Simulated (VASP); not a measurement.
Fe:

```xyz
1
Lattice="-1.4526 1.4526 1.4526 1.4526 -1.4526 1.4526 1.4526 1.4526 -1.4526" Properties=species:S:1:pos:R:3 pbc="T T T"
Fe    0.0000    0.0000    0.0000
```

Base run:

```yaml
Program: VASP 6.6.1
Functional: PBEsol
Dispersion: D4
Potentials_or_basis: VASP PAW PBE potentials, release 64 (Fe)
Cutoff: 520 eV
k_mesh: 13 × 13 × 13
Occupations: fermi-dirac, width 0.05 eV
Spin: collinear spin, ferromagnetic start
Starting_moments: "[3.0] μB"
```

Its results: pressure -21.3 GPa; net moment 2.36 μB per cell; site moments Fe +2.36 μB.

Problem. The run is repeated on the same cell with these changes: dispersion from D4 to none. What comes out?

Solution. Pressure -19.0 GPa; net moment 2.36 μB per cell; site moments Fe +2.36 μB.

Dispersion adds attraction, which lowers the pressure at fixed volume and, as a term added to the energy, leaves the levels alone.

Caveats: the PAW data sets were made with another functional, which shifts forces and pressure a little; pairwise dispersion overbinds metals, which lowers pressure and volume (some runs).
